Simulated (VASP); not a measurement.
A run of VASP 6.6.1 is set up as follows.

The input INCAR:

```
SYSTEM = Ta
PREC = Accurate
ENCUT = 520
EDIFF = 1E-6
ISMEAR = -1
SIGMA = 0.1
LREAL = .False.
LASPH = .True.
NELM = 100
ALGO = Normal
ISIF = 2
LWAVE = .False.
LCHARG = .True.
GGA = PE
LELF = .True.
LVHAR = .True.
NBANDS = 12
```

KPOINTS

```
Automatic mesh
0
Gamma
  12 12 12
  0 0 0
```

The input POSCAR:

```
Ta
1.0
    2.7422183679      0.0000000000      0.0000000000
    0.0000000000      2.7422183679      0.0000000000
    0.0000000000      0.0000000000      2.7422183679
Ta
1
Direct
    0.0000000000      0.0000000000      0.0000000000
```

Potentials or basis: VASP PAW PBE potentials, release 64 (Ta_pv).

Run with:

```console
$ cat potpaw_PBE.64/Ta_pv/POTCAR > POTCAR
$ mpirun -np 1 vasp_std > vasp.out
```

Q: Predict the pressure.

A: 0.1 GPa.
